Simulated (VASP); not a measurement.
The system is AlN.

```
Al N
1.0
     0.00000    2.22857    2.22857
     2.22857    0.00000    2.22857
     2.22857    2.22857    0.00000
Al N
1 1
Direct
  0.00000 0.00000 0.00000
  0.25000 0.25000 0.25000
```

This cell differs from its parent crystal: strain +2.0%.

Base run:

```yaml
Program: VASP 6.6.1
Functional: r2SCAN
Potentials_or_basis: VASP PAW PBE potentials, release 64 (Al, N)
Cutoff: 520 eV
k_mesh: 10 × 10 × 10
Occupations: gaussian, width 0.01 eV
Spin: no spin polarisation
```

Its results: band gap on the k mesh 3.88 eV, indirect (least direct gap 4.34 eV); pressure -11.5 GPa.

Task: The run is repeated on the same cell with these changes: functional from r2SCAN to PBE; occupations from gaussian, width 0.01 eV to fermi-dirac, width 0.02 eV. What comes out?

Result: Band gap on the k mesh 3.28 eV, indirect (least direct gap 3.67 eV); pressure -6.8 GPa.

Caveats: the PAW data sets were made with another functional, which shifts forces and pressure a little (some runs).

A k mesh can miss the band edges.
